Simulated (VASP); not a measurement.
The system is NaI.

```xyz
2
Lattice="0.0000 3.2187 3.2187 3.2187 0.0000 3.2187 3.2187 3.2187 0.0000" Properties=species:S:1:pos:R:3 pbc="T T T"
Na    0.0000    0.0000    0.0000
I     3.2187    3.2187    3.2187
```

```yaml
Program: VASP 6.6.1
Task: relaxation of cell and atoms
Functional: PBE
Potentials_or_basis: VASP PAW PBE potentials, release 64 (Na_pv, I)
Cutoff: 600 eV
k_mesh: 6 × 6 × 6
Occupations: gaussian, width 0.02 eV
Spin: no spin polarisation
```

At the start: pressure 0.7 GPa; volume 33.34 Å³/atom.

Q: Where does the relaxation end?

A: Over 4 steps the energy falls by 3.2 meV/atom and the volume is 34.85 Å³/atom (+4.5 %); space group Fm-3m (No. 225, to 0.05 Å).

The path:
| step | energy change (eV) | largest force (eV/Å) | pressure (GPa) | volume (Å³) |
| --- | --- | --- | --- | --- |
| 1 | 0.0000 | 0.0000 | 0.74 | 66.69 |
| 2 | -0.0049 | 0.0000 | 0.34 | 68.18 |
| 3 | -0.0058 | 0.0000 | -0.20 | 70.65 |
| 4 | -0.0064 | 0.0000 | 0.02 | 69.69 |

Final structure:
```
Na I
1.0
     0.00000    3.26628    3.26628
     3.26628    0.00000    3.26628
     3.26628    3.26628    0.00000
Na I
1 1
Cartesian
  0.0000 0.0000 0.0000
  3.2663 3.2663 3.2663
```
